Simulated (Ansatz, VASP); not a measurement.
Mo in VASP and in Ansatz

```
Mo
1.0
     2.57421    0.00000    0.00000
    -1.28711    2.22933    0.00000
     0.00000    0.00000    2.88542
Mo
1
Cartesian
  0.0000 0.0000 1.4427
```

Alike in both runs: task single point; functional PBEsol; k mesh 24 × 24 × 20; occupations gaussian, width 0.15 eV; no spin polarisation.

|  | VASP | Ansatz |
| --- | --- | --- |
| version | VASP 6.6.1 | Ansatz 0.2.0 |
| potentials or method | VASP PAW PBE potentials, release 64 (Mo_sv), cutoff 520 eV | scalar-relativistic, plane waves, PAW |
| valence electrons in the cell | 14 | 14 |

```tsv
	VASP	Ansatz	Ansatz less VASP
gap on the k mesh at the Fermi level (eV)	none	none	-
pressure (GPa)	7.0	6.5	-0.56
traceless stress, the component that is largest in VASP (GPa)	-25.69	-25.38	+0.304
```

VASP's potentials were made for PBE, not for PBEsol. A gap of «none» marks a metal or a gap that the smearing closes. With one functional, cell and mesh, what is left measures potentials, basis and numerics.
